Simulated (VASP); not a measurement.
# Sn3S (Pm-3m) in VASP: a series of runs

Runs on Sn3S. Level: PBEsol. Tasks: single point.

All numbers are computed with VASP 6.6.1; they aren't measurements. Logs are shortened: lines on timing, memory, paths and dates and some standing lists are left out, and cuts for length are marked.

**1. The cell of the first run**

The structure is cubic, space group Pm-3m (No. 221). The conventional cell has a = 4.599 Å, b = 4.599 Å, c = 4.599 Å, α = 90.00°, β = 90.00°, γ = 90.00°. Sn (site symmetry 4/mmm) has 8 Sn at 3.25 Å and 4 S at 3.25 Å within 4.3 Å. Within 4.3 Å of S (site symmetry m-3m) lie 12 Sn at 3.25 Å.

**2. Single point, PBEsol (Se replaced by S, lengths x 0.983, strained)**

INCAR

```
SYSTEM = Sn3S
  PREC = Accurate
  ENCUT = 520
  EDIFF = 1E-7
  ISMEAR = 0
  SIGMA = 0.1
  LREAL = .FALSE.
  LASPH = .TRUE.
  NELM = 60
  ALGO = Normal
  ISIF = 2
  LWAVE = .FALSE.
  LCHARG = .FALSE.
  GGA = PS
  NBANDS = 32
```

KPOINTS

```
regular mesh
0
G
  4 4 4
  0 0 0
```

POSCAR

```
Sn3S
1.0
    4.5986244512      0.0000000000      0.0000000000
    0.0000000000      4.5986244512      0.0000000000
    0.0000000000      0.0000000000      4.5986244512
Sn S
3 1
Direct
    0.0000000000      0.5000000000      0.5000000000
    0.5000000000      0.0000000000      0.5000000000
    0.5000000000      0.5000000000      0.0000000000
    0.0000000000      0.0000000000      0.0000000000
```

Potentials or basis: VASP PAW PBE potentials, release 64 (Sn_d, S).

Launch:

```console
$ cat potpaw_PBE.64/Sn_d/POTCAR potpaw_PBE.64/S/POTCAR > POTCAR
$ mpirun -np 1 vasp_std > vasp.out
```

OUTCAR:

```text
SYSTEM = Sn3S
   PREC = Accurate
   ENCUT = 520
   EDIFF = 1E-7
   ISMEAR = 0
   LREAL = .FALSE.
   LASPH = .TRUE.
   NELM = 60
   ISIF = 2
   GGA = PS

 ion  position               nearest neighbor table
   1  0.000  0.500  0.500-   2 3.25   3 3.25   4 3.25   3 3.25   4 3.25   2 3.25   4 3.25   4 3.25
                             2 3.25   3 3.25   3 3.25   2 3.25
   2  0.500  0.000  0.500-   1 3.25   3 3.25   4 3.25   3 3.25   4 3.25   1 3.25   3 3.25   3 3.25
                             1 3.25   4 3.25   4 3.25   1 3.25
   3  0.500  0.500  0.000-   1 3.25   2 3.25   4 3.25   1 3.25   2 3.25   2 3.25   4 3.25   2 3.25
                             1 3.25   4 3.25   1 3.25   4 3.25
   4  0.000  0.000  0.000-   1 3.25   2 3.25   3 3.25   1 3.25   2 3.25   1 3.25   3 3.25   1 3.25
                             2 3.25   3 3.25   2 3.25   3 3.25

  LATTYP: Found a simple cubic cell.
 ALAT       =     4.5986244512

  Lattice vectors:

 A1 = (   4.5986244512,   0.0000000000,   0.0000000000)
 A2 = (   0.0000000000,   4.5986244512,   0.0000000000)
 A3 = (   0.0000000000,   0.0000000000,   4.5986244512)

Analysis of symmetry for initial positions (statically):
=====================================================================
 Subroutine PRICEL returns:
 Original cell was already a primitive cell.

 Routine SETGRP: Setting up the symmetry group for a
 simple cubic supercell.

 Subroutine GETGRP returns: Found 48 space group operations
 (whereof 48 operations were pure point group operations)
 out of a pool of 48 trial point group operations.

The static configuration has the point symmetry O_h .

Analysis of symmetry for dynamics (positions and initial velocities):
=====================================================================
 Subroutine PRICEL returns:
 Original cell was already a primitive cell.

 Routine SETGRP: Setting up the symmetry group for a
 simple cubic supercell.

 Subroutine GETGRP returns: Found 48 space group operations
 (whereof 48 operations were pure point group operations)
 out of a pool of 48 trial point group operations.

The dynamic configuration has the point symmetry O_h .

 Subroutine INISYM returns: Found 48 space group operations
 (whereof 48 operations are pure point group operations),
 and found     1 'primitive' translations

----------------------------------------------------------------------------------------

                                     Primitive cell

  volume of cell :      97.2487

  direct lattice vectors                    reciprocal lattice vectors
     4.598624451  0.000000000  0.000000000     0.217456331  0.000000000  0.000000000
     0.000000000  4.598624451  0.000000000     0.000000000  0.217456331  0.000000000
     0.000000000  0.000000000  4.598624451     0.000000000  0.000000000  0.217456331

  length of vectors
     4.598624451  4.598624451  4.598624451     0.217456331  0.217456331  0.217456331

  position of ions in fractional coordinates (direct lattice)
     0.000000000  0.500000000  0.500000000
     0.500000000  0.000000000  0.500000000
     0.500000000  0.500000000  0.000000000
     0.000000000  0.000000000  0.000000000

  ion indices of the primitive-cell ions
   primitive index   ion index
                 1           1
                 2           2
                 3           3
                 4           4

----------------------------------------------------------------------------------------

 KPOINTS: regular mesh

Automatic generation of k-mesh.
 Grid dimensions read from file:
 generate k-points for:    4    4    4

 Generating k-lattice:

  Cartesian coordinates                     Fractional coordinates (reciprocal lattice)
     0.054364083  0.000000000  0.000000000     0.250000000  0.000000000  0.000000000
     0.000000000  0.054364083  0.000000000     0.000000000  0.250000000  0.000000000
     0.000000000  0.000000000  0.054364083     0.000000000  0.000000000  0.250000000

  Length of vectors
     0.054364083  0.054364083  0.054364083

  Shift w.r.t. Gamma in fractional coordinates (k-lattice)
     0.000000000  0.000000000  0.000000000

 Subroutine IBZKPT returns following result:
 ===========================================

 Found     10 irreducible k-points:

 Following reciprocal coordinates:
            Coordinates               Weight
  0.000000  0.000000  0.000000      1.000000
  0.250000  0.000000  0.000000      6.000000
  0.500000  0.000000  0.000000      3.000000
  0.250000  0.250000  0.000000     12.000000
  0.500000  0.250000  0.000000     12.000000
  0.500000  0.500000  0.000000      3.000000
  0.250000  0.250000  0.250000      8.000000
  0.500000  0.250000  0.250000     12.000000
  0.500000  0.500000  0.250000      6.000000
  0.500000  0.500000  0.500000      1.000000
   k-points           NKPTS =     10   k-points in BZ     NKDIM =     10   number of bands    NBANDS=     32
   number of dos      NEDOS =    301   number of ions     NIONS =      4
   total plane-waves  NPLWV =  46656
   dimension x,y,z NGX =    36 NGY =   36 NGZ =   36
   dimension x,y,z NGXF=    72 NGYF=   72 NGZF=   72
   ions per type =               3   1
   NGX,Y,Z   is equivalent  to a cutoff of  13.01, 13.01, 13.01 a.u.
   NGXF,Y,Z  is equivalent  to a cutoff of  26.03, 26.03, 26.03 a.u.
 SYSTEM =  Sn3S
   PREC   = accura    normal or accurate (medium, high low for compatibility)
   ISTART =      0    job   : 0-new  1-cont  2-samecut
   ICHARG =      2    charge: 1-file 2-atom 10-const
   ISPIN  =      1    spin polarized calculation?
   LNONCOLLINEAR =      F non collinear calculations
   LSORBIT =      F    spin-orbit coupling
   LASPH  =      T    aspherical Exc in radial PAW
   ENCUT  =  520.0 eV  38.22 Ry    6.18 a.u.   8.55  8.55  8.55*2*pi/ulx,y,z
   NELM   =     60;   NELMIN=  2; NELMDL= -5     # of ELM steps
   EDIFF  = 0.1E-06   stopping-criterion for ELM
   LREAL  =      F    real-space projection
   EDIFFG = 0.1E-05   stopping-criterion for IOM
   NSW    =      0    number of steps for IOM
   IBRION =     -1    ionic relax: 0-MD 1-quasi-New 2-CG
   NFREE  =      0    steps in history (QN), initial steepest desc. (CG)
   ISIF   =      2    stress and relaxation
   ISYM   =      2    0-nonsym 1-usesym 2-fastsym
   POTIM  = 0.5000    time-step for ionic-motion
   TEBEG  =    0.0;   TEEND  =   0.0 temperature during run
   PSTRESS=    0.0 pullay stress
   NELECT =      48.0000    total number of electrons
   NUPDOWN=      -1.0000    fix difference up-down
   EMIN   =  10.00;   EMAX   =-10.00  energy-range for DOS
   EFERMI =   0.00;   METHOD = LEGACY
   ISMEAR =     0;   SIGMA  =   0.10  broadening in eV -4-tet -1-fermi 0-gaus
   EFERMI_NEDOS =   21; number of points for ismear=-14 and -15
   IALGO  =     38    algorithm
   IMIX   =      4    mixing-type and parameters
     AMIX     =   0.40;   BMIX     =  1.00
     AMIX_MAG =   1.60;   BMIX_MAG =  1.00
  volume/ion in A,a.u.               =      24.31       164.07
  Fermi-wavevector in a.u.,A,eV,Ry     =   1.293781  2.444891 22.774360  1.673868
  Thomas-Fermi vector in A             =   2.425405
   LORBIT       =      0    0 simple, 1 ext, 2 COOP (PROOUT), +10 PAW based schemes
   GGA     = PS    functional components
   LHFCALC =     F    Hartree Fock is set to
   AEXX    =    0.0000 exact exchange contribution
   IVDW    =     0    specifies the selected vdW correction
   LEPSILON=     F    determine dielectric tensor
   LRPA    =     F    only Hartree local field effects (RPA)
 non-spin polarized calculation
 Gauss-broadening in eV      SIGMA  =   0.10
  energy-cutoff  :      520.00
  volume of cell :       97.25
 maximum number of plane-waves:      2657
 NGX is ok and might be reduce to    36
   NGX = 17   NGY = 17   NGZ = 17

 number of electron      48.0000021 magnetization

 Free energy of the ion-electron system (eV)
  ---------------------------------------------------
  ext. energy  EPLUGINS =         0.00000000
  ---------------------------------------------------
  free energy    TOTEN  =       -16.93713140 eV

  energy without entropy =      -16.92192094  energy(sigma->0) =      -16.92952617

 E-fermi :   7.9917     XC(G=0): -10.6193

 val. band max:        7.8916935757   @ k =   0.5000   0.0000   0.0000
 cond. band min:       8.0306883614   @ k =   0.5000   0.2500   0.0000
 fundamental gap:      0.1389947856
 Fermi energy:         7.9917065354

 k-point     1 :       0.0000    0.0000    0.0000
  band No.  band energies     occupation
      1     -13.7437      2.00000
      2     -13.7437      2.00000
      3     -13.7437      2.00000
      4     -13.6928      2.00000
      5     -13.6928      2.00000
      6     -13.6868      2.00000
[... 24 lines left out ...]
     31      13.8727      0.00000
     32      13.8814      0.00000

 k-point     2 :       0.2500    0.0000    0.0000
  band No.  band energies     occupation
      1     -13.7367      2.00000
      2     -13.7026      2.00000
      3     -13.7026      2.00000
      4     -13.6901      2.00000
      5     -13.6692      2.00000
      6     -13.6587      2.00000
[... 24 lines left out ...]
     31      13.5617      0.00000
     32      13.6189      0.00000

 k-point     3 :       0.5000    0.0000    0.0000
  band No.  band energies     occupation
      1     -13.7288      2.00000
      2     -13.6873      2.00000
      3     -13.6338      2.00000
      4     -13.6338      2.00000
      5     -13.6325      2.00000
      6     -13.6151      2.00000
[... 24 lines left out ...]
     31      12.4024      0.00000
     32      14.8994      0.00000

 k-point     4 :       0.2500    0.2500    0.0000
  band No.  band energies     occupation
      1     -13.7064      2.00000
      2     -13.7026      2.00000
      3     -13.6847      2.00000
      4     -13.6779      2.00000
      5     -13.6429      2.00000
      6     -13.6296      2.00000
[... 164 lines left out ...]
     31      13.2792      0.00000
     32      16.0202      0.00000

 k-point     9 :       0.5000    0.5000    0.2500
  band No.  band energies     occupation
      1     -13.6860      2.00000
      2     -13.6860      2.00000
      3     -13.6844      2.00000
      4     -13.6633      2.00000
      5     -13.6430      2.00000
      6     -13.6363      2.00000
[... 24 lines left out ...]
     31      14.4132      0.00000
     32      15.9761      0.00000

 k-point    10 :       0.5000    0.5000    0.5000
  band No.  band energies     occupation
      1     -13.7031      2.00000
      2     -13.6900      2.00000
      3     -13.6900      2.00000
      4     -13.6900      2.00000
      5     -13.6585      2.00000
      6     -13.6585      2.00000
[... 24 lines left out ...]
     31      14.9378      0.00000
     32      15.2764      0.00000

------------------------ aborting loop because EDIFF is reached ----------------------------------------

  FORCE on cell =-STRESS in cart. coord.  units (eV):
  Direction    XX          YY          ZZ          XY          YZ          ZX
  --------------------------------------------------------------------------------------
  -------------------------------------------------------------------------------------
  Total       -0.3840351     -0.3840351     -0.3840351      0.0000000     -0.0000000      0.0000000
  in kB       -6.3269968     -6.3269968     -6.3269968      0.0000000     -0.0000000      0.0000000
  external PRESSURE =      -6.3269968 kB  Pullay stress =       0.0000000 kB

 VOLUME and BASIS-vectors are now :
 -----------------------------------------------------------------------------
  energy-cutoff  :      520.00
  volume of cell :       97.25
      direct lattice vectors                 reciprocal lattice vectors
     4.598624451  0.000000000  0.000000000     0.217456331  0.000000000  0.000000000
     0.000000000  4.598624451  0.000000000     0.000000000  0.217456331  0.000000000
     0.000000000  0.000000000  4.598624451     0.000000000  0.000000000  0.217456331

 POSITION                                       TOTAL-FORCE (eV/Angst)
 -----------------------------------------------------------------------------------
      0.00000      2.29931      2.29931         0.000000      0.000000      0.000000
      2.29931      0.00000      2.29931         0.000000      0.000000      0.000000
      2.29931      2.29931      0.00000         0.000000      0.000000      0.000000
      0.00000      0.00000      0.00000         0.000000      0.000000      0.000000
 -----------------------------------------------------------------------------------
    total drift:                                0.000000      0.000000      0.000000

  FREE ENERGIE OF THE ION-ELECTRON SYSTEM (eV)
  ---------------------------------------------------
  free  energy   TOTEN  =       -16.9371313966 eV

  energy  without entropy=      -16.9219209352  energy(sigma->0) =      -16.92952617
```

It took 51 s on 1 thread of Intel Xeon 8259CL, shared host; peak memory 0.21 GiB.

Results:

| Quantity | Value |
| --- | --- |
| Free energy | -16.9371 eV |
| Pressure | -0.6 GPa |
| Band gap on the k mesh | zero (bands 24 and 25 overlap by 2.06 eV) |

Caveat: the cell differs from its parent crystal (Se replaced by S, lengths x 0.983, strained); the PAW data sets were made with another functional, which shifts forces and pressure a little; spin-orbit coupling is left out, which moves the levels of the heavy elements.

**3. Single point, PBEsol (Se replaced by S, lengths x 0.983, strained)**

INCAR

```
  PREC = Accurate
  ENCUT = 520
  EDIFF = 1E-6
  ISMEAR = 0
  SIGMA = 0.1
  LREAL = False
  LASPH = True
  NELM = 60
  ALGO = Normal
  ISIF = 2
  LWAVE = False
  LCHARG = False
  GGA = PS
  NBANDS = 32
```

KPOINTS

```
regular mesh
0
Gamma
  10 10 10
```

POSCAR is that of step 2.

Potentials or basis: VASP PAW PBE potentials, release 64 (Sn_d, S).

Launch:

```console
$ cat potpaw_PBE.64/Sn_d/POTCAR potpaw_PBE.64/S/POTCAR > POTCAR
$ mpirun -np 1 vasp_std > vasp.out
```

It took 3 min on 1 thread of Intel Xeon 8259CL, shared host; peak memory 0.29 GiB.

The run converged. Its results:

```yaml
Free_energy: -16.8587 eV
Pressure: -0.4 GPa
Band_gap_on_the_k_mesh: zero (bands 24 and 25 overlap by 2.19 eV)
```

Levels at points of the mesh, in eV from the Fermi level:
```
           k point  band 20  band 21  band 22  band 23  band 24  band 25  band 26  band 27  band 28  band 29
(0.00, 0.00, 0.00)    -4.57    -4.57    -4.57    -0.30    -0.30    -0.30     2.57     2.57     2.57     4.24
(0.50, 0.00, 0.00)    -3.45    -3.45    -2.14    -1.94    -1.94    -0.16     2.03     2.18     2.18     2.62
(0.50, 0.50, 0.00)    -2.80    -2.53    -2.07    -2.07    -0.53     0.07     0.11     0.11     3.19     3.19
(0.50, 0.50, 0.50)    -5.52    -5.52    -5.52    -5.20     1.62     1.62     1.62     6.45     6.45     6.89
```

Caveat: the cell differs from its parent crystal (Se replaced by S, lengths x 0.983, strained); the PAW data sets were made with another functional, which shifts forces and pressure a little; spin-orbit coupling is left out, which moves the levels of the heavy elements.

[end of part 1 of 2]
